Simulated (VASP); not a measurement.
Set up this calculation in VASP 6.6.1, as the native input.

* Task: single point
* Functional: PBE exchange alone
* Potentials or basis: VASP PAW PBE potentials, release 64 (Os)
* Cutoff: 520 eV
* k mesh: 11 × 11 × 6
* Occupations: fermi-dirac, width 0.05 eV
* Spin: no spin polarisation
* Dipole correction: no
* Further INCAR settings: ALGO = Normal; EDIFF = 1e-06; NBANDS = 15

The structure of Os lies in POSCAR:

```
Os
1.0
    2.7341000000      0.0000000000      0.0000000000
   -1.3670500000      2.3678000565      0.0000000000
    0.0000000000      0.0000000000      4.3197000000
Os
2
Direct
    0.6666666667      0.3333333333      0.7500000000
    0.3333333333      0.6666666667      0.2500000000
```

The input as run:

INCAR

```
SYSTEM = Os
PREC = Accurate
ENCUT = 520
EDIFF = 1E-6
ISMEAR = -1
SIGMA = 0.05
LREAL = .False.
LASPH = .True.
NELM = 100
ALGO = Normal
ISIF = 2
LWAVE = .False.
LCHARG = .False.
GGA = PE
ALDAC = 0.0
AGGAC = 0.0
NBANDS = 15
```

KPOINTS

```
regular mesh
0
Gamma
  11 11 6
  0 0 0
```

Potentials or basis: VASP PAW PBE potentials, release 64 (Os).

Launch:

```sh
$ cat potpaw_PBE.64/Os/POTCAR > POTCAR
$ mpirun -np 1 vasp_std > vasp.out
```

It gave:

```yaml
Pressure: 46.8 GPa
Band_gap_on_the_k_mesh: zero (bands 8 and 9 overlap by 3.90 eV)
```

Caveat: the cell stands under pressure; spin-orbit coupling is left out, which moves the levels of the heavy elements.

It took 40 s on 1 thread of AMD EPYC 7R43 64-Core Processor (Zen 3), with other jobs on the host, peak memory 0.1 GiB.
